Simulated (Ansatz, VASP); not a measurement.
## One calculation of MgS, two programs

```xyz
2
Lattice="0.0000 2.6407 2.5626 2.6407 0.0000 2.5626 2.6407 2.6407 0.0000" Properties=species:S:1:pos:R:3 pbc="T T T"
Mg    0.0000    0.0000    0.0000
S     2.6407    2.6407    2.5626
```

Change from the starting cell: strain +0.015 along x and y, -0.015 along z, atoms carried along.

Alike in both runs: task single point; functional PBEsol; k mesh 8 × 8 × 8; occupations gaussian, width 0.05 eV; no spin polarisation.

|  | VASP | Ansatz |
| --- | --- | --- |
| version | VASP 6.6.1 | Ansatz 0.2.0 |
| potentials or method | VASP PAW PBE potentials, release 64 (Mg, S), cutoff 520 eV | scalar-relativistic, plane waves, PAW |
| valence electrons in the cell | 8 | 16 |

```csv
,VASP,Ansatz,Ansatz less VASP
gap on the k mesh at the Fermi level (eV),2.54,2.54,0.000
least direct gap on the mesh (eV),3.44,3.44,+0.001
pressure (GPa),-2.1,-1.9,+0.22
"traceless stress, the component that is largest in VASP (GPa)",2.01,2.02,+0.010
```

VASP's potentials were made for PBE, not for PBEsol. VASP's potentials hold 8 valence electrons a cell and Ansatz's 16, so a difference there can come from the potentials and not from the codes.
